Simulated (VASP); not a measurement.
**TiC: single point with PBE**

TiC:

```
CELL_PARAMETERS angstrom
0.00000 2.13154 2.09908
2.13154 0.00000 2.09908
2.13154 2.13154 0.00000
ATOMIC_POSITIONS crystal
Ti 0.00000 0.00000 0.00000
C 0.50000 0.50000 0.50000
```

This cell differs from its parent crystal: strain -0.015 along x and y, -0.030 along z.

```json
{"Program": "VASP 6.6.1", "Task": "single point", "Functional": "PBE", "Potentials or basis": "VASP PAW PBE potentials, release 64 (Ti_sv, C)", "Cutoff": "520 eV", "k mesh": "18 × 18 × 18", "Occupations": "gaussian, width 0.15 eV", "Spin": "no spin polarisation", "Dipole correction": "no", "Further INCAR settings": "ALGO = Normal; EDIFF = 1e-07; NBANDS = 15"}
```

```
Pressure               : 18.6 GPa
Band gap on the k mesh : zero (band 8 reaches 10.97 eV, above the bottom of band 9 at 9.65 eV)
```

Stress tensor (GPa, compression positive):
```
15.86  0.00  0.00
 0.00 15.86  0.00
 0.00  0.00 23.96
```

Levels at points of the mesh, in eV from the Fermi level:
```csv
k point,band 4,band 5,band 6,band 7,band 8,band 9,band 10,band 11,band 12,band 13
"(0.00, 0.00, 0.00)",-32.39,-12.70,0.66,0.66,0.79,1.73,1.73,1.78,1.80,1.90
"(0.50, 0.00, 0.00)",-32.45,-8.91,-6.14,-3.13,-3.10,3.13,3.20,4.46,8.56,8.65
"(0.50, 0.50, 0.00)",-32.63,-10.36,-3.35,-1.84,-0.07,-0.07,2.94,3.83,3.83,6.51
"(0.50, 0.00, 0.50)",-32.60,-10.39,-3.54,-1.81,0.04,0.07,2.93,3.77,3.87,6.36
```

Run time: 72 s on 1 thread of Intel(R) Xeon(R) Platinum 8488C (Sapphire Rapids) (shared host), peak memory 0.25 GiB.

Caveat: the cell differs from its parent crystal (strain -0.015 along x and y, -0.030 along z).
